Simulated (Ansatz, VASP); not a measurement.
**RbIr: VASP beside Ansatz**

File INCAR:

```
SYSTEM = RbIr
ALGO = Normal
EDIFF = 1E-6
EDIFFG = -0.005
ENCUT = 600
GGA = PE
IBRION = 2
ISIF = 3
ISMEAR = -1
LASPH = .TRUE.
LCHARG = .FALSE.
LREAL = .FALSE.
LWAVE = .FALSE.
NELM = 60
NSW = 32
PREC = Accurate
SIGMA = 0.05
```

File KPOINTS:

```
k-points
0
G
  9 9 9
  0 0 0
```

POSCAR

```
RbIr
1.0
    3.8079190921      0.0000000000      0.0000000000
    0.0000000000      3.8079190921      0.0000000000
    0.0000000000      0.0000000000      3.8079190921
Rb Ir
1 1
Direct
    0.0000000000      0.0000000000      0.0000000000
    0.5000000000      0.5000000000      0.5000000000
```

Input for Ansatz:

```yaml
crystal:
  lattice:
    - [3.8079190921, 0.0, 0.0]
    - [0.0, 3.8079190921, 0.0]
    - [0.0, 0.0, 3.8079190921]
  atoms:
    - { symbol: Rb, position: [0.0, 0.0, 0.0] }
    - { symbol: Ir, position: [0.5, 0.5, 0.5] }
kpoints:
  mp_grid: { grid: [9, 9, 9] }
scf:
  occupations: { method: fermi_dirac, width: 0.05 }
hamiltonian:
  xc: pbe
  pseudopotentials: { kind: all_electron, lapw: { basis_error: 0.0005 } }
output:
  forces: true
  stress: true
  eigenvalues: true
relax:
  f_tol: 0.005
  max_steps: 12
  cell: {}
```

Alike in both runs: task relaxation of cell and atoms; functional PBE; k mesh 9 × 9 × 9; occupations fermi-dirac, width 0.05 eV; no spin polarisation.

|  | VASP | Ansatz |
| --- | --- | --- |
| version | VASP 6.6.1 | Ansatz 0.2.0 |
| potentials or method | VASP PAW PBE potentials, release 64 (Rb_sv, Ir), cutoff 600 eV | all-electron LAPW, scalar-relativistic |

Ansatz gave:

```
relaxed volume (Å³/atom)                                        : 27.61
relaxed length of the cell vector where the two differ most in proportion (Å) : 3.808
```

Problem. Which values does VASP return?

Solution. Relaxed volume (Å³/atom): 27.81; relaxed length of the cell vector where the two differ most in proportion (Å): 3.817.

Ansatz ran all-electron here, and VASP with PAW potentials.

Spin-orbit coupling is off throughout.
